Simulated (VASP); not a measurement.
# PtS2 (P-3m1) in VASP: single point with r2SCAN+U

Aim: the single point of PtS2 with r2SCAN+U.

All numbers are computed with VASP 6.6.1; they aren't measurements. Logs are shortened: lines on timing, memory, paths and dates and some standing lists are left out, and cuts for length are marked.

## Step 1: The cell of the first run

Symmetry: P-3m1, No. 164, trigonal system. The conventional cell has a = 3.543 Å, b = 3.543 Å, c = 5.039 Å, α = 90.00°, β = 90.00°, γ = 120.00°. Pt (site symmetry -3m) has 6 S at 2.40 Å within 3.2 Å. Within 3.3 Å of S (site symmetry 3m) lie 3 Pt at 2.40 Å and 6 S at 3.25 Å.

## Step 2: Single point, r2SCAN+U, collinear spin

File POSCAR:

```
PtS2
1.0
    3.5431995400      0.0000000000      0.0000000000
   -1.7715997700      3.0685008100      0.0000000000
    0.0000000000      0.0000000000     10.0776001800
Pt S
2 4
Direct
    0.0000000000      0.0000000000      0.0000000000
    0.0000000000      0.0000000000      0.5000000000
    0.3333333333      0.6666666667      0.1250000000
    0.6666666667      0.3333333333      0.3750000000
    0.3333333333      0.6666666667      0.6250000000
    0.6666666667      0.3333333333      0.8750000000
```

File INCAR.step1:

```
PREC = Accurate
ENCUT = 520
ISMEAR = 0
SIGMA = 0.05
LREAL = False
LASPH = True
NELM = 150
ISPIN = 2
MAGMOM = 2 2 0 0 0 0
NUPDOWN = 4.0
LMAXMIX = 4
LDAU = True
LDAUTYPE = 1
LDAUL = 2 -1
LDAUU = 2.5 0
LDAUJ = 0.7 0
NBANDS = 35
GGA = PE
ALGO = Normal
EDIFF = 1E-4
LWAVE = True
LCHARG = False
```

File INCAR.step2:

```
PREC = Accurate
ENCUT = 520
EDIFF = 1E-7
ISMEAR = 0
SIGMA = 0.05
LREAL = False
LASPH = True
NELM = 150
ALGO = Normal
ISIF = 2
LWAVE = False
LCHARG = False
ISPIN = 2
MAGMOM = 2 2 0 0 0 0
LORBIT = 11
NUPDOWN = 4.0
LMAXMIX = 4
LDAU = True
LDAUTYPE = 1
LDAUL = 2 -1
LDAUU = 2.5 0
LDAUJ = 0.7 0
LDAUPRINT = 1
METAGGA = R2SCAN
LMIXTAU = True
NBANDS = 35
ISTART = 1
```

File KPOINTS:

```
regular mesh
0
Gamma
  6 6 2
```

Potentials or basis: VASP PAW PBE potentials, release 64 (Pt, S).

Started as:

```sh
$ cat potpaw_PBE.64/Pt/POTCAR potpaw_PBE.64/S/POTCAR > POTCAR
$ cp INCAR.step1 INCAR
$ mpirun -np 1 vasp_std > vasp.out
$ cp INCAR.step2 INCAR
$ mpirun -np 1 vasp_std > vasp.out
```

OUTCAR:

```text
PREC = Accurate
   ENCUT = 520
   EDIFF = 1E-7
   ISMEAR = 0
   LREAL = False
   LASPH = True
   NELM = 150
   ISIF = 2
   ISPIN = 2
   LORBIT = 11
   NUPDOWN = 4.0
   METAGGA = R2SCAN
   ISTART = 1

 ion  position               nearest neighbor table
   1  0.000  0.000  0.000-   3 2.40   6 2.40   6 2.40   3 2.40   6 2.40   3 2.40
   2  0.000  0.000  0.500-   5 2.40   4 2.40   5 2.40   4 2.40   4 2.40   5 2.40
   3  0.333  0.667  0.125-   1 2.40   1 2.40   1 2.40
   4  0.667  0.333  0.375-   2 2.40   2 2.40   2 2.40
   5  0.333  0.667  0.625-   2 2.40   2 2.40   2 2.40
   6  0.667  0.333  0.875-   1 2.40   1 2.40   1 2.40

  LATTYP: Found a hexagonal cell.
 ALAT       =     3.5431995400
 C/A-ratio  =     2.8442090450

  Lattice vectors:

 A1 = (   3.5431995400,   0.0000000000,   0.0000000000)
 A2 = (  -1.7715997700,   3.0685008100,   0.0000000000)
 A3 = (   0.0000000000,   0.0000000000,  10.0776001800)

Analysis of symmetry for initial positions (statically):
=====================================================================
 Subroutine PRICEL returns following result:

  LATTYP: Found a hexagonal cell.
 ALAT       =     3.5431995400
 C/A-ratio  =     1.4221045225
[... 12 lines left out ...]
 Subroutine GETGRP returns: Found 12 space group operations
 (whereof 12 operations were pure point group operations)
 out of a pool of 24 trial point group operations.

The static configuration has the point symmetry D_3d.

Analysis of symmetry for dynamics (positions and initial velocities):
=====================================================================
 Subroutine PRICEL returns following result:

  LATTYP: Found a hexagonal cell.
 ALAT       =     3.5431995400
 C/A-ratio  =     1.4221045225
[... 12 lines left out ...]
 Subroutine GETGRP returns: Found 12 space group operations
 (whereof 12 operations were pure point group operations)
 out of a pool of 24 trial point group operations.

The dynamic configuration has the point symmetry D_3d.

Analysis of structural, dynamic, and magnetic symmetry:
=====================================================================
 Subroutine PRICEL returns following result:

  LATTYP: Found a hexagonal cell.
 ALAT       =     3.5431995400
 C/A-ratio  =     1.4221045225
[... 12 lines left out ...]
 Subroutine GETGRP returns: Found 12 space group operations
 (whereof 12 operations were pure point group operations)
 out of a pool of 24 trial point group operations.

The overall configuration has the point symmetry D_3d.

 Subroutine INISYM returns: Found 12 space group operations
[... 195 lines left out ...]
  o =  0.9187  v =  0.0000  0.0000 -1.0000 -0.0000  0.0000  0.0000  0.0000  0.0000  0.0000  0.0000      0.0000  0.0000  0.0000  0.0000  0.0000  0.0000  0.0000  0.0000  0.0000  0.0000

 number of electron      44.0000000 magnetization       4.0000000

 Free energy of the ion-electron system (eV)
  ---------------------------------------------------
  ext. energy  EPLUGINS =         0.00000000
  ---------------------------------------------------
  free energy    TOTEN  =      -131.28105069 eV

  energy without entropy =     -131.27054442  energy(sigma->0) =     -131.27579755

 E-fermi :   5.2206     XC(G=0): -11.3976

 val. band max:        7.6293446678   @ k =   0.1667   0.1667   0.0000
 cond. band min:       5.2766405871   @ k =   0.3333   0.3333   0.0000
 fundamental gap:     -2.3527040807
 Fermi energy:         7.6482613041

 spin component 1

 k-point     1 :       0.0000    0.0000    0.0000
  band No.  band energies     occupation
      1      -9.6860      1.00000
      2      -9.1532      1.00000
      3      -7.9119      1.00000
      4      -6.9003      1.00000
      5      -1.1397      1.00000
      6      -0.6247      1.00000
[... 507 lines left out ...]
     33      15.4501      0.00000
     34      15.4501      0.00000
 Fermi energy:         5.2205966038

 spin component 2

 k-point     1 :       0.0000    0.0000    0.0000
  band No.  band energies     occupation
      1      -8.9865      1.00000
      2      -8.4682      1.00000
      3      -7.0418      1.00000
      4      -5.9916      1.00000
      5      -0.5733      1.00000
      6       0.2712      1.00000
[... 507 lines left out ...]
     33      15.9710      0.00000
     34      15.9710      0.00000
 [bands above 34 left out]

------------------------ aborting loop because EDIFF is reached ----------------------------------------

  FORCE on cell =-STRESS in cart. coord.  units (eV):
  Direction    XX          YY          ZZ          XY          YZ          ZX
  --------------------------------------------------------------------------------------
  -------------------------------------------------------------------------------------
  Total        3.6583657      3.6583657      3.2496017      0.0000000      0.0000000     -0.0000000
  in kB       53.4956818     53.4956817     47.5183926      0.0000000      0.0000000     -0.0000000
  external PRESSURE =      51.5032520 kB  Pullay stress =       0.0000000 kB

 VOLUME and BASIS-vectors are now :
 -----------------------------------------------------------------------------
  energy-cutoff  :      520.00
  volume of cell :      109.57
      direct lattice vectors                 reciprocal lattice vectors
     3.543199540  0.000000000  0.000000000     0.282230789  0.162946022  0.000000000
    -1.771599770  3.068500810  0.000000000     0.000000000  0.325892044  0.000000000
     0.000000000  0.000000000 10.077600180     0.000000000  0.000000000  0.099229974

 POSITION                                       TOTAL-FORCE (eV/Angst)
 -----------------------------------------------------------------------------------
      0.00000      0.00000      0.00000        -0.000000     -0.000000      0.000000
      0.00000      0.00000      5.03880        -0.000000     -0.000000      0.000000
     -0.00000      2.04567      1.25970        -0.000000     -0.000000      0.822576
      1.77160      1.02283      3.77910         0.000000      0.000000     -0.822576
     -0.00000      2.04567      6.29850        -0.000000     -0.000000      0.822576
      1.77160      1.02283      8.81790         0.000000      0.000000     -0.822576
 -----------------------------------------------------------------------------------
    total drift:                               -0.000000     -0.000000      0.000000

  FREE ENERGIE OF THE ION-ELECTRON SYSTEM (eV)
  ---------------------------------------------------
  free  energy   TOTEN  =      -131.2810506867 eV

  energy  without entropy=     -131.2705444163  energy(sigma->0) =     -131.27579755

 total charge

# of ion       s       p       d       tot
------------------------------------------
    1        0.667   0.674   8.166   9.507
    2        0.667   0.674   8.166   9.507
    3        1.365   2.244   0.000   3.609
    4        1.365   2.244   0.000   3.609
    5        1.365   2.244   0.000   3.609
    6        1.365   2.244   0.000   3.609
--------------------------------------------------
tot          6.795  10.324  16.333  33.451

 magnetization (x)

# of ion       s       p       d       tot
------------------------------------------
    1       -0.003   0.044   0.638   0.679
    2       -0.003   0.044   0.638   0.679
    3        0.039   0.407   0.000   0.446
    4        0.039   0.407   0.000   0.446
    5        0.039   0.407   0.000   0.446
    6        0.039   0.407   0.000   0.446
--------------------------------------------------
tot          0.149   1.716   1.277   3.142
```

OUTCAR.step1:

```text
PREC = Accurate
   ENCUT = 520
   ISMEAR = 0
   LREAL = False
   LASPH = True
[... 1313 lines left out ...]
     -0.00000      2.04567      1.25970        -0.000000     -0.000000      0.874395
      1.77160      1.02283      3.77910         0.000000      0.000000     -0.874395
     -0.00000      2.04567      6.29850        -0.000000      0.000000      0.874395
      1.77160      1.02283      8.81790         0.000000      0.000000     -0.874395
 -----------------------------------------------------------------------------------
    total drift:                               -0.000000     -0.000000     -0.000000

  FREE ENERGIE OF THE ION-ELECTRON SYSTEM (eV)
  ---------------------------------------------------
  free  energy   TOTEN  =       -24.5042111050 eV

  energy  without entropy=      -24.4927688845  energy(sigma->0) =      -24.49848999
```

It took 6 min on 1 thread of AMD EPYC 7R13 (Zen 3), shared host; peak memory 0.32 GiB.

Results:

- Free energy: -131.2811 eV
- Pressure: 5.2 GPa
- Largest force: 0.823 eV/Å
- Net moment: 4.00 μB per cell
- Site moments: Pt +0.68; S +0.45 μB
- Valence electrons inside the program's atomic spheres: Pt 9.51; S 3.61

Forces in eV/Å, atoms in the order of the input:
```
Pt   0.000  0.000  0.000
Pt   0.000  0.000  0.000
S    0.000  0.000  0.823
S    0.000  0.000 -0.823
S    0.000  0.000  0.823
S    0.000  0.000 -0.823
```

Eigenvalues of the final occupation matrices:
```
    site  spin  trace               eigenvalues
site 1 d     1   4.43  0.84 0.84 0.92 0.92 0.92
site 1 d     2   3.79  0.62 0.62 0.85 0.85 0.86
site 2 d     1   4.43  0.84 0.84 0.92 0.92 0.92
site 2 d     2   3.79  0.62 0.62 0.85 0.85 0.86
```

Caveat: the cell stands under pressure; the PAW data sets were made with another functional, which shifts forces and pressure a little; spin-orbit coupling is left out, which moves the levels of the heavy elements; the total moment is fixed, so each spin has its own Fermi level and the state may be an excited one.
